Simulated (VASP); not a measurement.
# TaN (P-6m2) in VASP: vibrations by perturbation theory with LDA

Aim: the vibrations by perturbation theory of TaN with LDA.

Program: VASP 6.6.1. These are calculated values, not measurements. Logs are shortened: lines on timing, memory, paths and dates and some standing lists are left out, and cuts for length are marked.

**1. The cell of the first run**

The structure is hexagonal, space group P-6m2 (No. 187). The conventional cell has a = 2.938 Å, b = 2.938 Å, c = 2.883 Å, α = 90.00°, β = 90.00°, γ = 120.00°. Ta (site symmetry -6m2) has 6 N at 2.23 Å and 8 Ta at 2.88 to 2.94 Å within 3.0 Å. Within 3.0 Å of N (site symmetry -6m2) lie 6 Ta at 2.23 Å and 8 N at 2.88 to 2.94 Å.

**2. Vibrations by perturbation theory, LDA**

Contents of INCAR:

```
PREC = Accurate ; ENCUT = 520
EDIFF = 1E-8 ; ISMEAR = -1
SIGMA = 0.1 ; LREAL = False
LASPH = True ; NELM = 80
ALGO = Normal ; ISIF = 2
LWAVE = False ; LCHARG = True
NBANDS = 15 ; IBRION = 8
NSW = 1
```

Contents of KPOINTS:

```
Automatic mesh
0
Gamma
  12 12 10
```

Contents of POSCAR:

```
TaN
1.0
    2.9380000000      0.0000000000      0.0000000000
   -1.4690000000      2.5443826400      0.0000000000
    0.0000000000      0.0000000000      2.8830000000
Ta N
1 1
Direct
    0.3333333300      0.6666666700      0.5000000000
    0.0000000000      0.0000000000      0.0000000000
```

Potentials or basis: VASP PAW LDA potentials, release 64 (Ta_pv, N).

Launch:

```bash
$ cat potpaw_LDA.64/Ta_pv/POTCAR potpaw_LDA.64/N/POTCAR > POTCAR
$ mpirun -np 1 vasp_std > vasp.out
```

OUTCAR:

```text
PREC = Accurate
   ENCUT = 520
   EDIFF = 1E-8
   ISMEAR = -1
   LREAL = False
   LASPH = True
   NELM = 80
   ISIF = 2
   IBRION = 8
   NSW = 1

 ion  position               nearest neighbor table
   1  0.333  0.667  0.500-   2 2.23   2 2.23   2 2.23   2 2.23   2 2.23   2 2.23
   2  0.000  0.000  0.000-   1 2.23   1 2.23   1 2.23   1 2.23   1 2.23   1 2.23

  LATTYP: Found a hexagonal cell.
 ALAT       =     2.9380000000
 C/A-ratio  =     0.9812797822

  Lattice vectors:

 A1 = (   2.9380000000,   0.0000000000,   0.0000000000)
 A2 = (  -1.4690000000,   2.5443826400,   0.0000000000)
 A3 = (   0.0000000000,   0.0000000000,   2.8830000000)

Analysis of symmetry for initial positions (statically):
=====================================================================
 Subroutine PRICEL returns:
 Original cell was already a primitive cell.

 Routine SETGRP: Setting up the symmetry group for a
 hexagonal supercell.

 Subroutine GETGRP returns: Found 12 space group operations
 (whereof 12 operations were pure point group operations)
 out of a pool of 24 trial point group operations.

The static configuration has the point symmetry D_3h.

Analysis of symmetry for dynamics (positions and initial velocities):
=====================================================================
 Subroutine PRICEL returns:
 Original cell was already a primitive cell.

 Routine SETGRP: Setting up the symmetry group for a
 hexagonal supercell.

 Subroutine GETGRP returns: Found 12 space group operations
 (whereof 12 operations were pure point group operations)
 out of a pool of 24 trial point group operations.

The dynamic configuration has the point symmetry D_3h.

 Subroutine INISYM returns: Found 12 space group operations
 (whereof 12 operations are pure point group operations),
 and found     1 'primitive' translations

----------------------------------------------------------------------------------------

                                     Primitive cell

  volume of cell :      21.5516

  direct lattice vectors                    reciprocal lattice vectors
     2.938000000  0.000000000  0.000000000     0.340367597  0.196511323  0.000000000
    -1.469000000  2.544382640  0.000000000     0.000000000  0.393022647  0.000000000
     0.000000000  0.000000000  2.883000000     0.000000000  0.000000000  0.346860909

  length of vectors
     2.938000000  2.938000003  2.883000000     0.393022647  0.393022647  0.346860909

  position of ions in fractional coordinates (direct lattice)
     0.333333330  0.666666670  0.500000000
     0.000000000  0.000000000  0.000000000

  ion indices of the primitive-cell ions
   primitive index   ion index
                 1           1
                 2           2

----------------------------------------------------------------------------------------

 KPOINTS: Automatic mesh

Automatic generation of k-mesh.
 Grid dimensions read from file:
 generate k-points for:   12   12   10

 Generating k-lattice:

  Cartesian coordinates                     Fractional coordinates (reciprocal lattice)
     0.028363966  0.016375944  0.000000000     0.083333333  0.000000000  0.000000000
     0.000000000  0.032751887  0.000000000     0.000000000  0.083333333  0.000000000
     0.000000000  0.000000000  0.034686091     0.000000000  0.000000000  0.100000000

  Length of vectors
     0.032751887  0.032751887  0.034686091

  Shift w.r.t. Gamma in fractional coordinates (k-lattice)
     0.000000000  0.000000000  0.000000000

 Subroutine IBZKPT returns following result:
 ===========================================
[... 85 lines left out ...]

--------------------------------------- Ionic step        1  -------------------------------------------

 number of electron      16.0000001 magnetization

 Free energy of the ion-electron system (eV)
  ---------------------------------------------------
  ext. energy  EPLUGINS =         0.00000000
  ---------------------------------------------------
  free energy    TOTEN  =       -24.70214534 eV

  energy without entropy =      -24.69907970  energy(sigma->0) =      -24.70061252

 E-fermi :   8.1213     XC(G=0): -13.5825

 val. band max:        8.0747642939   @ k =   0.0000   0.0000   0.4000
 cond. band min:       8.2367127492   @ k =   0.0833   0.0000   0.5000
 fundamental gap:      0.1619484554
 Fermi energy:         8.1212984747

 k-point     1 :       0.0000    0.0000    0.0000
  band No.  band energies     occupation
      1     -26.5247      2.00000
      2     -26.2572      2.00000
      3     -26.2572      2.00000
      4      -9.4290      2.00000
      5       3.5638      2.00000
      6       3.5638      2.00000
      7       3.9100      2.00000
      8       5.2339      2.00000
      9      10.4739      0.00000
     10      11.6880      0.00000
     11      11.6880      0.00000
     12      12.0380      0.00000
     13      12.0380      0.00000
     14      20.4919      0.00000
[... 401 lines left out ...]
      2     -26.5006      2.00000
      3     -26.4277      2.00000
      4      -7.6507      2.00000
      5       0.5988      2.00000
      6       3.1008      2.00000
      7       4.4858      2.00000
      8       5.4178      2.00000
      9      10.7693      0.00000
     10      11.0331      0.00000
     11      12.6633      0.00000
     12      13.0921      0.00000
     13      15.2432      0.00000
     14      20.5002      0.00000
     15      21.2785      0.00000

 [... further k-points ...]

------------------------ aborting loop because EDIFF is reached ----------------------------------------

  FORCE on cell =-STRESS in cart. coord.  units (eV):
  Direction    XX          YY          ZZ          XY          YZ          ZX
  --------------------------------------------------------------------------------------
  -------------------------------------------------------------------------------------
  Total       -1.2543587     -1.2543587     -1.4468397      0.0000000     -0.0000000      0.0000000
  in kB      -93.2509954    -93.2509956   -107.5603322      0.0000000     -0.0000000      0.0000000
  external PRESSURE =     -98.0207744 kB  Pullay stress =       0.0000000 kB

 VOLUME and BASIS-vectors are now :
 -----------------------------------------------------------------------------
  energy-cutoff  :      520.00
  volume of cell :       21.55
      direct lattice vectors                 reciprocal lattice vectors
     2.938000000  0.000000000  0.000000000     0.340367597  0.196511323  0.000000000
    -1.469000000  2.544382640  0.000000000     0.000000000  0.393022647  0.000000000
     0.000000000  0.000000000  2.883000000     0.000000000  0.000000000  0.346860909

 POSITION                                       TOTAL-FORCE (eV/Angst)
 -----------------------------------------------------------------------------------
     -0.00000      1.69626      1.44150        -0.000000     -0.000000      0.000000
      0.00000      0.00000      0.00000         0.000000      0.000000      0.000000
 -----------------------------------------------------------------------------------
    total drift:                                0.000003     -0.000002     -0.000000

  FREE ENERGIE OF THE ION-ELECTRON SYSTEM (eV)
  ---------------------------------------------------
  free  energy   TOTEN  =       -24.7021453395 eV

  energy  without entropy=      -24.6990796953  energy(sigma->0) =      -24.70061252

[... ionic steps 2 to 3 ...]

--------------------------------------- Ionic step        4  -------------------------------------------

------------------------ aborting loop because EDIFF is reached ----------------------------------------
[... 11 lines left out ...]
[... ionic steps 8 to 8 ...]

--------------------------------------- Ionic step        9  -------------------------------------------

 Free energy of the ion-electron system (eV)
  ---------------------------------------------------
  ---------------------------------------------------
  free energy    TOTEN  =        -0.23043097 eV

  energy without entropy =       -0.23043097

------------------------ aborting loop because EDIFF is reached ----------------------------------------

 INTERNAL STRAIN TENSOR  FOR ION    2  DIRECTION 3   (eV/Angst):
 -----------------------------------------------------------------------------
     0.00193 -0.00000  0.00000
    -0.00000  0.00193  0.00000
     0.00000  0.00000  0.01085

 INTERNAL STRAIN TENSOR FOR ION    2 for displacements in x,y,z  (eV/Angst):
          X           Y           Z          XY          YZ          ZX
  --------------------------------------------------------------------------------
  x    -0.00000     0.00000     0.00000    -1.37670     0.00000     0.00000
  y    -1.37670     1.37670     0.00000     0.00000     0.00000     0.00000
  z     0.00000     0.00000     0.00000     0.00000     0.00000     0.00000

 SECOND DERIVATIVES (NOT SYMMETRIZED)
 ------------------------------------
               1X          1Y          1Z          2X          2Y          2Z
  1X   -12.784926    0.000000    0.000000   12.784926    0.000000    0.000000
  1Y     0.000000  -12.784926    0.000000    0.000000   12.784926    0.000000
  1Z    -0.000000    0.000000  -13.474246    0.000000    0.000000   13.474246
  2X    12.782539    0.000000    0.000000  -12.782539    0.000000    0.000000
  2Y     0.000000   12.782540    0.000000    0.000000  -12.782540    0.000000
  2Z     0.000000    0.000000   13.476553    0.000000   -0.000000  -13.476553

 Eigenvectors and eigenvalues of the dynamical matrix
 ----------------------------------------------------

   1 f  =   15.919945 THz   100.027963 2PiTHz  531.032195 cm-1    65.839571 meV
             X         Y         Z           dx          dy          dz
     -0.000000  1.696255  1.441500    -0.000000   -0.000000   -0.267969
      0.000000  0.000000  0.000000     0.000000    0.000000    0.963428
[... 21 lines left out ...]
   6 f/i=    0.000374 THz     0.002348 2PiTHz    0.012465 cm-1     0.001545 meV
             X         Y         Z           dx          dy          dz
     -0.000000  1.696255  1.441500     0.958809   -0.094093   -0.000000
      0.000000  0.000000  0.000000     0.266732   -0.026176   -0.000000

--------------------------------------------------------------------------------------------------------

 ELASTIC MODULI CONTR FROM IONIC RELAXATION (kBar)
 Direction    XX          YY          ZZ          XY          YZ          ZX
 --------------------------------------------------------------------------------
 XX          -3.5635      3.5635      0.0000      0.0000      0.0000      0.0000
 YY           3.5635     -3.5635      0.0000     -0.0000      0.0000      0.0000
 ZZ           0.0000      0.0000      0.0000      0.0000      0.0000      0.0000
 XY           0.0000     -0.0000      0.0000     -3.5635      0.0000      0.0000
 YZ           0.0000      0.0000      0.0000      0.0000      0.0000      0.0000
 ZX           0.0000      0.0000      0.0000      0.0000      0.0000      0.0000
 --------------------------------------------------------------------------------
```

Wall time 12 min (1 thread of Intel Xeon 8259CL, shared host); peak memory 0.43 GiB.

What came out:

```
Highest phonon frequency at Γ : 531 cm⁻¹
```

Phonon frequencies in cm⁻¹ (negative: imaginary):
```
              q point        frequencies
(0.000, 0.000, 0.000)  0 0 0 517 517 531
```

Caveat: the cell stands under pressure or tension, which shifts response properties; spin-orbit coupling is left out, which moves the levels of the heavy elements.
